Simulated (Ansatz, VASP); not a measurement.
# CuOF: VASP beside Ansatz

```
Cu O F
1.0
     3.23041    0.00000    0.00000
    -1.61520    2.79761    0.00000
     0.00000    0.00000    3.69352
Cu O F
1 1 1
Direct
  0.66667 0.33333 0.50000
  0.33333 0.66667 0.50000
  0.00000 0.00000 0.00000
```

Change from the starting cell: species swapped into the GdPPt type (P-6m2, No. 187).

Alike in both runs: functional PBE; k mesh 18 × 18 × 12; occupations gaussian, width 0.1 eV; collinear spin.

Ansatz relaxed the structure, and its values are those at the end. VASP's run is a single point on that final structure, the one shown.

|  | VASP | Ansatz |
| --- | --- | --- |
| version | VASP 6.6.1 | Ansatz 0.2.0 |
| potentials or method | VASP PAW PBE potentials, release 64 (Cu_sv_GW, O, F), cutoff 700 eV | scalar-relativistic, plane waves, PAW |
| valence electrons in the cell | 32 | 32 |

|  | VASP | Ansatz | Ansatz less VASP |
| --- | --- | --- | --- |
| gap on the k mesh at the Fermi level (eV) | none | none | - |
| pressure (GPa) | -2.6 | 0.0 | +2.60 |
| net moment per atom (μB) | 0.48 | 0.48 | +0.001 |
| size of the moment on the site where the two differ most (μB) | 0.26 | 0.28 | +0.022 |

Site moments also hang on the region over which each program counts them. A gap of «none» marks a metal or a gap that the smearing closes. With one functional, cell and mesh, what is left measures potentials, basis and numerics.
